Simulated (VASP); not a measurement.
# TeW (F-43m) in VASP: a series of runs, part 2 of 2

VASP 6.6.1.

### 3 Single point, PBEsol

This run uses another cell than the first one, of 27.66 Å³/atom.

INCAR reads:

```
PREC     = Accurate       # precision mode
ENCUT    = 520            # plane-wave cutoff, eV
EDIFF    = 1E-7           # SCF threshold, eV
ISMEAR   = 0              # smearing method
SIGMA    = 0.1            # smearing width, eV
LREAL    = False          # projectors in reciprocal space
LASPH    = True           # aspherical terms in the spheres
NELM     = 60             # most SCF steps
ALGO     = Normal         # electronic algorithm
ISIF     = 2              # what is computed and relaxed
LWAVE    = False          # write WAVECAR
LCHARG   = False          # write CHGCAR
GGA      = PS             # functional
NBANDS   = 17             # bands
```

KPOINTS reads:

```
regular mesh
0
Gamma
  12 12 12
```

POSCAR reads:

```
TeW
1.0
    0.0000000000      3.0241765077      3.0241765077
    3.0241765077      0.0000000000      3.0241765077
    3.0241765077      3.0241765077      0.0000000000
W Te
1 1
Direct
    0.0000000000      0.0000000000      0.0000000000
    0.2500000000      0.2500000000      0.2500000000
```

Potentials or basis: VASP PAW PBE potentials, release 64 (W_sv, Te).

Started as:

```sh
> cat potpaw_PBE.64/W_sv/POTCAR potpaw_PBE.64/Te/POTCAR > POTCAR
> mpirun -np 1 vasp_std > vasp.out
```

OUTCAR:

```text
PREC = Accurate
   ENCUT = 520
   EDIFF = 1E-7
   ISMEAR = 0
   LREAL = False
   LASPH = True
   NELM = 60
   ISIF = 2
   GGA = PS

 ion  position               nearest neighbor table
   1  0.000  0.000  0.000-   2 2.62   2 2.62   2 2.62   2 2.62
   2  0.250  0.250  0.250-   1 2.62   1 2.62   1 2.62   1 2.62

  LATTYP: Found a face centered cubic cell.
 ALAT       =     6.0483530154

  Lattice vectors:

 A1 = (   0.0000000000,   3.0241765077,   3.0241765077)
 A2 = (   3.0241765077,   0.0000000000,   3.0241765077)
 A3 = (   3.0241765077,   3.0241765077,   0.0000000000)

Analysis of symmetry for initial positions (statically):
=====================================================================
 Subroutine PRICEL returns:
 Original cell was already a primitive cell.

 Routine SETGRP: Setting up the symmetry group for a
 face centered cubic supercell.

 Subroutine GETGRP returns: Found 24 space group operations
 (whereof 24 operations were pure point group operations)
 out of a pool of 48 trial point group operations.

The static configuration has the point symmetry T_d .
[... 154 lines left out ...]
  ---------------------------------------------------
  ext. energy  EPLUGINS =         0.00000000
  ---------------------------------------------------
  free energy    TOTEN  =       -14.20851973 eV

  energy without entropy =      -14.18677237  energy(sigma->0) =      -14.19764605

 E-fermi :   6.4110     XC(G=0): -10.1610

 val. band max:        6.4101900745   @ k =   0.4167   0.2500   0.0833
 cond. band min:       6.4159400936   @ k =   0.5000   0.2500   0.0000
 fundamental gap:      0.0057500190
 Fermi energy:         6.4109793126

 k-point     1 :       0.0000    0.0000    0.0000
  band No.  band energies     occupation
      1     -67.2840      2.00000
      2     -31.5528      2.00000
      3     -31.5528      2.00000
      4     -31.5528      2.00000
      5      -6.5648      2.00000
      6       2.3407      2.00000
[... 457 lines left out ...]
      4     -31.5573      2.00000
      5      -5.5726      2.00000
      6       1.0916      2.00000
[... 9 lines left out ...]
     16      14.4848      0.00000
     17      15.4322      0.00000

 [... further k-points ...]
[... 5 lines left out ...]
  --------------------------------------------------------------------------------------
  -------------------------------------------------------------------------------------
  Total       -0.3534904     -0.3534904     -0.3534904     -0.0000000     -0.0000000      0.0000000
  in kB      -10.2385098    -10.2385098    -10.2385098     -0.0000000     -0.0000000      0.0000000
  external PRESSURE =     -10.2385098 kB  Pullay stress =       0.0000000 kB

 VOLUME and BASIS-vectors are now :
 -----------------------------------------------------------------------------
  energy-cutoff  :      520.00
  volume of cell :       55.32
      direct lattice vectors                 reciprocal lattice vectors
     0.000000000  3.024176508  3.024176508    -0.165334265  0.165334265  0.165334265
     3.024176508  0.000000000  3.024176508     0.165334265 -0.165334265  0.165334265
     3.024176508  3.024176508  0.000000000     0.165334265  0.165334265 -0.165334265

 POSITION                                       TOTAL-FORCE (eV/Angst)
 -----------------------------------------------------------------------------------
      0.00000      0.00000      0.00000         0.000000      0.000000      0.000000
      1.51209      1.51209      1.51209        -0.000000     -0.000000     -0.000000
 -----------------------------------------------------------------------------------
    total drift:                               -0.000000     -0.000000     -0.000000

  FREE ENERGIE OF THE ION-ELECTRON SYSTEM (eV)
  ---------------------------------------------------
  free  energy   TOTEN  =       -14.2085197290 eV

  energy  without entropy=      -14.1867723717  energy(sigma->0) =      -14.19764605
```

OSZICAR:

```text
N       E                     dE             d eps       ncg     rms          rms(c)
DAV:   1     0.133338364598E+03    0.13334E+03   -0.97272E+03  2448   0.112E+03
DAV:   2    -0.983654210464E+01   -0.14317E+03   -0.13979E+03  3027   0.294E+02
DAV:   3    -0.144702930871E+02   -0.46338E+01   -0.45581E+01  2927   0.506E+01
DAV:   4    -0.145415410599E+02   -0.71248E-01   -0.71140E-01  3222   0.654E+00
DAV:   5    -0.145426122268E+02   -0.10712E-02   -0.10712E-02  2925   0.712E-01    0.133E+01
DAV:   6    -0.142479257276E+02    0.29469E+00   -0.10437E+00  2535   0.728E+00    0.528E+00
DAV:   7    -0.142176166547E+02    0.30309E-01   -0.47581E-02  2502   0.149E+00    0.283E+00
DAV:   8    -0.142084249825E+02    0.91917E-02   -0.12216E-02  2755   0.812E-01    0.177E-01
DAV:   9    -0.142084826329E+02   -0.57650E-04   -0.44025E-04  2851   0.157E-01    0.107E-01
DAV:  10    -0.142085214499E+02   -0.38817E-04   -0.63947E-05  2696   0.640E-02    0.187E-02
DAV:  11    -0.142085202187E+02    0.12312E-05   -0.25796E-06  3027   0.126E-02    0.673E-03
DAV:  12    -0.142085198098E+02    0.40889E-06   -0.39777E-07  2657   0.515E-03    0.121E-03
DAV:  13    -0.142085197290E+02    0.80783E-07   -0.13405E-08  1383   0.956E-04
   1 F= -.14208520E+02 E0= -.14197646E+02  d E =-.217474E-01
```

stdout:

```text
POSCAR found type information on POSCAR W Te
 POSCAR found :  2 types and       2 ions
 scaLAPACK will be used
 -----------------------------------------------------------------------------
|                                                                             |
|                                                                             |
|     You enforced a specific xc type in the INCAR file but a different       |
|     I HOPE YOU KNOW WHAT YOU ARE DOING!                                     |
|                                                                             |
 -----------------------------------------------------------------------------

 LDA part: xc-table for (Slater+PW92), standard interpolation
 POSCAR, INCAR and KPOINTS ok, starting setup
 FFT: planning ... GRIDC
 FFT: planning ... GRID_SOFT
 FFT: planning ... GRID
 WAVECAR not read
 entering main loop
```

Wall time 58 s (1 thread of Intel Xeon Platinum 8259CL at 2.50GHz (Skylake/Cascade Lake), shared host); peak memory 0.22 GiB.

Results:

* Free energy: -14.2085 eV
* Pressure: -1.0 GPa
* Band gap on the k mesh: zero (bands 10 and 11 overlap by 0.25 eV)

Levels at points of the mesh, in eV from the Fermi level:
```tsv
k point	band 6	band 7	band 8	band 9	band 10	band 11	band 12	band 13	band 14	band 15
(0.00, 0.00, 0.00)	-4.07	-4.07	-4.07	-0.31	-0.31	1.59	4.73	4.73	4.73	6.10
(0.50, 0.00, 0.00)	-5.50	-3.76	-3.76	-0.21	-0.06	-0.06	2.32	2.32	3.34	7.98
(0.50, 0.50, 0.00)	-5.86	-3.22	-3.22	-1.29	-0.51	0.27	0.74	0.74	5.93	6.14
```

Caveat: the PAW data sets were made with another functional, which shifts forces and pressure a little; spin-orbit coupling is left out, which moves the levels of the heavy elements.

### 4 Single point, PBEsol, collinear spin, zero start

This run uses another cell than the first one, of 27.66 Å³/atom.

INCAR reads:

```
PREC = Accurate ; ENCUT = 520
EDIFF = 1E-6 ; ISMEAR = 0
SIGMA = 0.1 ; LREAL = False
LASPH = True ; NELM = 150
ALGO = Normal ; ISIF = 2
LWAVE = False ; LCHARG = False
ISPIN = 2 ; MAGMOM = 0 0
LORBIT = 11 ; NUPDOWN = 0.0
LMAXMIX = 4 ; GGA = PS
NBANDS = 21
```

KPOINTS reads:

```
Automatic mesh
0
Gamma
  12 12 12
```

POSCAR is that of step 3.

Started as:

```sh
> cat potpaw_PBE.64/W_sv/POTCAR potpaw_PBE.64/Te/POTCAR > POTCAR
> mpirun -np 1 vasp_std > vasp.out
```

Wall time 2 min (1 thread of Intel Xeon Platinum 8259CL at 2.50GHz (Skylake/Cascade Lake), shared host); peak memory 0.29 GiB.

Results (log left out):

| Item | Value |
| --- | --- |
| Free energy | -14.2085 eV |
| Pressure | -1.0 GPa |
| Net moment | 0.00 μB per cell |
| Valence electrons inside the program's atomic spheres | W 12.02; Te 3.54 |

Caveat: the PAW data sets were made with another functional, which shifts forces and pressure a little; spin-orbit coupling is left out, which moves the levels of the heavy elements; the total moment is fixed, so each spin has its own Fermi level.

### 5 The runs side by side

| spin | fixed moment (μB) | cell | k mesh | gap on the mesh (eV) | pressure (GPa) | moment (μB) |
| --- | --- | --- | --- | --- | --- | --- |
| collinear | - | a = 4.285 Å, angles 60.0°, 2 atoms | 6 × 6 × 6 | none | -0.4 | 1.40 |
| off | - | a = 4.277 Å, angles 60.0°, 2 atoms | 12 × 12 × 12 | none | -1.0 | - |
| collinear, zero start | 0.0 | a = 4.277 Å, angles 60.0°, 2 atoms | 12 × 12 × 12 | - | -1.0 | 0.00 |

Alike in all rows: task single point; level PBEsol; potentials or basis VASP PAW PBE potentials, release 64 (W_sv, Te); cutoff (eV) 520; smearing gaussian 0.1 eV.

Caveats: the PAW data sets were made with another functional, which shifts forces and pressure a little; spin-orbit coupling is left out, which moves the levels of the heavy elements; the total moment is fixed, so each spin has its own Fermi level (at least some runs).

Total energies depend on the potentials used, so only differences within one code and one set of settings carry meaning.
